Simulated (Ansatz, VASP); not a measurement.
**MgS: VASP beside Ansatz**

The input INCAR:

```
SYSTEM = MgS
PREC = Accurate
ENCUT = 520
EDIFF = 1E-6
ISMEAR = 0
SIGMA = 0.01
LREAL = .FALSE.
LASPH = .TRUE.
NELM = 60
ALGO = Normal
ISIF = 2
LWAVE = .FALSE.
LCHARG = .TRUE.
GGA = CA
LELF = .TRUE.
LVHAR = .TRUE.
NBANDS = 11
```

KPOINTS

```
regular mesh
0
G
  12 12 12
  0 0 0
```

File POSCAR:

```
MgS
1.0
    0.0000000000      2.8331200468      2.8331200468
    2.8331200468      0.0000000000      2.8331200468
    2.8331200468      2.8331200468      0.0000000000
S Mg
1 1
Direct
    0.2500000000      0.2500000000      0.2500000000
    0.0000000000      0.0000000000      0.0000000000
```

File input.yaml:

```yaml
crystal:
  lattice:
    - [0.0, 2.8331200468, 2.8331200468]
    - [2.8331200468, 0.0, 2.8331200468]
    - [2.8331200468, 2.8331200468, 0.0]
  atoms:
    - { symbol: S, position: [0.25, 0.25, 0.25] }
    - { symbol: Mg, position: [0.0, 0.0, 0.0] }
hamiltonian:
  xc: lda
  pseudopotentials: { kind: paw, source: ansatz }
kpoints:
  mp_grid: { grid: [12, 12, 12] }
scf:
  occupations: { method: fixed }
  convergence: { dr2_threshold: 1.0e-08 }
  eigensolver: { kind: davidson }
output:
  forces: true
  stress: true
  eigenvalues: true
  write_density: true
  write_potential: true
  elf: true
  volumetric_format: npy
basis:
  precision: f64
```

Alike in both runs: task single point; functional LDA; k mesh 12 × 12 × 12; no spin polarisation.

```csv
,VASP,Ansatz
version,VASP 6.6.1,Ansatz 0.2.0
potentials or method,"VASP PAW LDA potentials, release 64 (S, Mg)",Ansatz PAW earlier set
plane-wave cutoff (eV),520,620
occupations,"gaussian, width 0.01 eV",fixed
valence electrons in the cell,8,16
```

|  | VASP | Ansatz | Ansatz less VASP |
| --- | --- | --- | --- |
| gap on the k mesh at the Fermi level (eV) | 3.18 | 3.17 | -0.009 |
| least direct gap on the mesh (eV) | 3.18 | 3.17 | -0.009 |
| pressure (GPa) | -2.5 | -2.2 | +0.37 |

LDA's correlation is that of Perdew and Zunger in VASP and of Perdew and Wang (1992) in Ansatz. VASP's potentials hold 8 valence electrons a cell and Ansatz's 16, so a difference there can come from the potentials and not from the codes.
